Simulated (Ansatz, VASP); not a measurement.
# One calculation of ZnSe2, two programs

INCAR

```
ALGO = Normal
EDIFF = 1E-6
ENCUT = 520
GGA = PS
ISIF = 2
ISMEAR = 0
LASPH = T
LCHARG = T
LELF = T
LREAL = F
LVHAR = T
LWAVE = F
NBANDS = 60
NELM = 80
PREC = Accurate
SIGMA = 0.05
```

Contents of KPOINTS:

```
k-points
0
Gamma
  6 6 6
```

The input POSCAR:

```
ZnSe2
1.0
    6.2389316051      0.0000000000      0.0000000000
    0.0000000000      6.2389316051      0.0000000000
    0.0000000000      0.0000000000      6.2389316051
Zn Se
4 8
Direct
    0.5000000000      0.5000000000      0.0000000000
    0.5000000000      0.0000000000      0.5000000000
    0.0000000000      0.5000000000      0.5000000000
    0.0000000000      0.0000000000      0.0000000000
    0.1099579274      0.8900420726      0.3900420726
    0.8900420726      0.3900420726      0.1099579274
    0.3900420726      0.1099579274      0.8900420726
    0.6099579274      0.6099579274      0.6099579274
    0.8900420726      0.1099579274      0.6099579274
    0.1099579274      0.6099579274      0.8900420726
    0.6099579274      0.8900420726      0.1099579274
    0.3900420726      0.3900420726      0.3900420726
```

Input for Ansatz:

```yaml
crystal:
  lattice:
    - [6.2389316051, 0.0, 0.0]
    - [0.0, 6.2389316051, 0.0]
    - [0.0, 0.0, 6.2389316051]
  atoms:
    - { symbol: Zn, position: [0.5, 0.5, 0.0] }
    - { symbol: Zn, position: [0.5, 0.0, 0.5] }
    - { symbol: Zn, position: [0.0, 0.5, 0.5] }
    - { symbol: Zn, position: [0.0, 0.0, 0.0] }
    - { symbol: Se, position: [0.1099579274, 0.8900420726, 0.3900420726] }
    - { symbol: Se, position: [0.8900420726, 0.3900420726, 0.1099579274] }
    - { symbol: Se, position: [0.3900420726, 0.1099579274, 0.8900420726] }
    - { symbol: Se, position: [0.6099579274, 0.6099579274, 0.6099579274] }
    - { symbol: Se, position: [0.8900420726, 0.1099579274, 0.6099579274] }
    - { symbol: Se, position: [0.1099579274, 0.6099579274, 0.8900420726] }
    - { symbol: Se, position: [0.6099579274, 0.8900420726, 0.1099579274] }
    - { symbol: Se, position: [0.3900420726, 0.3900420726, 0.3900420726] }
basis:
  ecutwfc: 520.0
kpoints:
  mp_grid: { grid: [6, 6, 6] }
hamiltonian:
  xc: pbesol
  pseudopotentials: { kind: paw, azcp: { folder: soft_1 } }
scf:
  occupations: { method: gaussian, width: 0.05 }
output:
  forces: true
  stress: true
  eigenvalues: true
```

Alike in both runs: task single point; functional PBEsol; k mesh 6 × 6 × 6; occupations gaussian, width 0.05 eV; no spin polarisation.

|  | VASP | Ansatz |
| --- | --- | --- |
| version | VASP 6.6.1 | Ansatz 0.2.0 |
| potentials or method | VASP PAW PBE potentials, release 64 (Zn, Se), cutoff 520 eV | scalar-relativistic, plane waves, PAW |
| valence electrons in the cell | 96 | 176 |

Ansatz gave:

| Quantity | Value |
| --- | --- |
| gap on the k mesh at the Fermi level (eV) | 0.69 |
| least direct gap on the mesh (eV) | 0.83 |
| pressure (GPa) | 0.0 |
| rms of the force components (eV/Å) | 0.002 |

Question: What did VASP give for the same quantities?

Answer: gap on the k mesh at the Fermi level (eV): 0.69; least direct gap on the mesh (eV): 0.84; pressure (GPa): 0.3; rms of the force components (eV/Å): 0.015.

VASP's potentials were made for PBE, not for PBEsol, and Ansatz warns of the same on its side. Atom by atom the forces differ by 0.013 eV/Å (rms over components). The functional is the same, so the differences come from potentials, cutoffs and numerics. VASP's potentials hold 96 valence electrons a cell and Ansatz's 176, so a difference there can come from the potentials and not from the codes.
